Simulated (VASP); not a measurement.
Crystal: TiC.

```
Ti C
1.0
     0.00000    2.16572    2.16572
     2.16572    0.00000    2.16572
     2.16572    2.16572    0.00000
Ti C
1 1
Direct
  0.00000 0.00000 0.00000
  0.50000 0.50000 0.50000
```

Base run:

| Property | Result |
| --- | --- |
| Program | VASP 6.6.1 |
| Functional | PBEsol |
| Potentials or basis | VASP PAW PBE potentials, release 64 (Ti_sv, C_h) |
| Cutoff | 910 eV |
| k mesh | 11 × 11 × 11 |
| Occupations | fermi-dirac, width 0.05 eV |
| Spin | no spin polarisation |
| Hubbard terms | Ti d U = 5.0 eV |

Its results: band gap on the k mesh zero (band 8 reaches 11.42 eV, above the bottom of band 9 at 9.78 eV); pressure 8.0 GPa.

**Question.** The run is repeated on the same cell with these changes: hubbard terms from Ti d U = 5.0 eV to Ti d U = 4.0 eV. What comes out?

**Answer.** Band gap on the k mesh zero (band 8 reaches 11.18 eV, above the bottom of band 9 at 9.66 eV); pressure 5.0 GPa.

Caveats: the cutoff is under 1.25 times the usual one of these potentials, so pressure, stress and relaxed cells hold a basis-set (Pulay) error; the PAW data sets were made with another functional, which shifts forces and pressure a little; U without spin polarisation on a metal has little footing; the U is typed as a test and isn't derived for this compound.
